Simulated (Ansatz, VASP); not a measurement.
One calculation of Ti, two programs

```
Ti
1.0
     2.93879    0.00000    0.00000
    -1.46940    2.54507    0.00000
     0.00000    0.00000    4.65035
Ti
2
Direct
  0.33333 0.66667 0.25000
  0.66667 0.33333 0.75000
```

Alike in both runs: functional PBE; k mesh 33 × 33 × 18; occupations gaussian, width 0.1 eV; no spin polarisation.

Ansatz relaxed the structure, and its values are those at the end. VASP's run is a single point on that final structure, the one shown.

|  | VASP | Ansatz |
| --- | --- | --- |
| version | VASP 6.6.1 | Ansatz 0.2.0 |
| potentials or method | VASP PAW PBE potentials, release 64 (Ti_sv) | scalar-relativistic, plane waves, PAW |
| plane-wave cutoff (eV) | 520 | 420 |
| valence electrons in the cell | 24 | 24 |

|  | VASP | Ansatz | Ansatz less VASP |
| --- | --- | --- | --- |
| gap on the k mesh at the Fermi level (eV) | none | none | - |
| pressure (GPa) | -0.7 | 0.0 | +0.67 |

A gap of «none» marks a metal or a gap that the smearing closes. With one functional, cell and mesh, what is left measures potentials, basis and numerics.
